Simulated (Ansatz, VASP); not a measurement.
# Sc3AlP: VASP beside Ansatz

File INCAR:

```
PREC = Accurate
ENCUT = 600
EDIFF = 1E-6
ISMEAR = 0
SIGMA = 0.1
LREAL = False
LASPH = True
NELM = 60
ALGO = Normal
ISIF = 3
LWAVE = False
LCHARG = False
GGA = PE
IBRION = 2
NSW = 90
EDIFFG = -0.04
```

KPOINTS

```
Automatic mesh
0
Gamma
  6 6 4
```

The input POSCAR:

```
Sc3AlP
1.0
    4.2991916800      0.0000000000      0.0000000000
   -2.1495958400      3.7232092100      0.0000000000
    0.0000000000      0.0000000000      5.1598958200
Sc Al P
3 1 1
Direct
    0.6666666700      0.3333333300      0.2489190000
    0.6666666700      0.3333333300      0.7510810000
    0.0000000000      0.0000000000      0.0000000000
    0.3333333300      0.6666666700      0.0000000000
    0.0000000000      0.0000000000      0.5000000000
```

Input for Ansatz:

```yaml
crystal:
  lattice:
    - [4.29919168, 0.0, 0.0]
    - [-2.14959584, 3.72320921, 0.0]
    - [0.0, 0.0, 5.15989582]
  atoms:
    - { symbol: Sc, position: [0.66666667, 0.33333333, 0.248919] }
    - { symbol: Sc, position: [0.66666667, 0.33333333, 0.751081] }
    - { symbol: Sc, position: [0.0, 0.0, 0.0] }
    - { symbol: Al, position: [0.33333333, 0.66666667, 0.0] }
    - { symbol: P, position: [0.0, 0.0, 0.5] }
basis:
  ecutwfc: 420
kpoints:
  mp_grid: { grid: [6, 6, 4] }
hamiltonian:
  xc: pbe
scf:
  occupations: { method: gaussian, width: 0.1 }
  lower_state_search: "off"
output:
  forces: true
  stress: true
  eigenvalues: true
relax:
  adjacent_minimum: "off"
  f_tol: 0.04
  max_steps: 70
  cell: { stress_tol: 0.4 }
```

Change from the starting cell: species swapped into the GaFe3As type (P-6m2, No. 187).

Alike in both runs: task relaxation of cell and atoms; functional PBE; k mesh 6 × 6 × 4; occupations gaussian, width 0.1 eV; no spin polarisation.

|  | VASP | Ansatz |
| --- | --- | --- |
| version | VASP 6.6.1 | Ansatz 0.2.0 |
| potentials or method | VASP PAW PBE potentials, release 64 (Sc_sv, Al, P), cutoff 600 eV | scalar-relativistic, plane waves, PAW |
| valence electrons in the cell | 41 | 41 |

VASP gave:

```
gap on the k mesh at the Fermi level, each at its own relaxed structure (eV) : none
relaxed volume (Å³/atom)                                                     : 21.89
relaxed length of the cell vector where the two differ most in proportion (Å)              : 4.529
```

Problem. Estimate Ansatz's values.

Solution. gap on the k mesh at the Fermi level, each at its own relaxed structure (eV): none; relaxed volume (Å³/atom): 21.85; relaxed length of the cell vector where the two differ most in proportion (Å): 4.524.

A gap of «none» marks a metal or a gap that the smearing closes.

Noted on VASP's run: the volume moved by over 15 % at a fixed basis, so the end points are rough.
